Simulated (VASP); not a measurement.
Set up this calculation in VASP 6.6.1, as the native input.

* Task: single point
* Functional: r2SCAN
* Potentials or basis: VASP PAW PBE potentials, release 64 (W_sv)
* Cutoff: 520 eV
* k mesh: 14 × 14 × 14
* Occupations: fermi-dirac, width 1 eV
* Spin: no spin polarisation
* Dipole correction: no
* Further INCAR settings: ALGO = Normal; EDIFF = 1e-07; NBANDS = 13

The system is W.

```
W
1.0
    -1.58480    1.58480    1.58480
     1.58480   -1.58480    1.58480
     1.58480    1.58480   -1.58480
W
1
Direct
  0.00000 0.00000 0.00000
```

The input as run:

POSCAR

```
W
1.0
   -1.5848038465      1.5848038465      1.5848038465
    1.5848038465     -1.5848038465      1.5848038465
    1.5848038465      1.5848038465     -1.5848038465
W
1
Direct
    0.0000000000      0.0000000000      0.0000000000
```

INCAR.step1

```
PREC = Accurate
ENCUT = 520
ISMEAR = -1
SIGMA = 1.0
LREAL = F
LASPH = T
NELM = 80
NBANDS = 13
GGA = PE
ALGO = Normal
EDIFF = 1E-4
LWAVE = T
LCHARG = F
```

INCAR.step2

```
PREC = Accurate
ENCUT = 520
EDIFF = 1E-7
ISMEAR = -1
SIGMA = 1.0
LREAL = F
LASPH = T
NELM = 80
ALGO = Normal
ISIF = 2
LWAVE = F
LCHARG = T
METAGGA = R2SCAN
LMIXTAU = T
LELF = T
LVHAR = T
NBANDS = 13
ISTART = 1
```

KPOINTS

```
regular mesh
0
Gamma
  14 14 14
```

Potentials or basis: VASP PAW PBE potentials, release 64 (W_sv).

The run is started by

```bash
$ cat potpaw_PBE.64/W_sv/POTCAR > POTCAR
$ cp INCAR.step1 INCAR
$ mpirun -np 1 vasp_std > vasp.out
$ cp INCAR.step2 INCAR
$ mpirun -np 1 vasp_std > vasp.out
```

It gave:

- Pressure: 15.3 GPa
- Band gap on the k mesh: zero (bands 7 and 8 overlap by 6.61 eV)

Caveat: the cell stands under pressure; so wide a smearing shifts energies and pressures; the PAW data sets were made with another functional, which shifts forces and pressure a little; spin-orbit coupling is left out, which moves the levels of the heavy elements.

Run time: 110 s on 1 thread of Intel Xeon 8259CL, with other jobs on the host, peak memory 0.14 GiB.
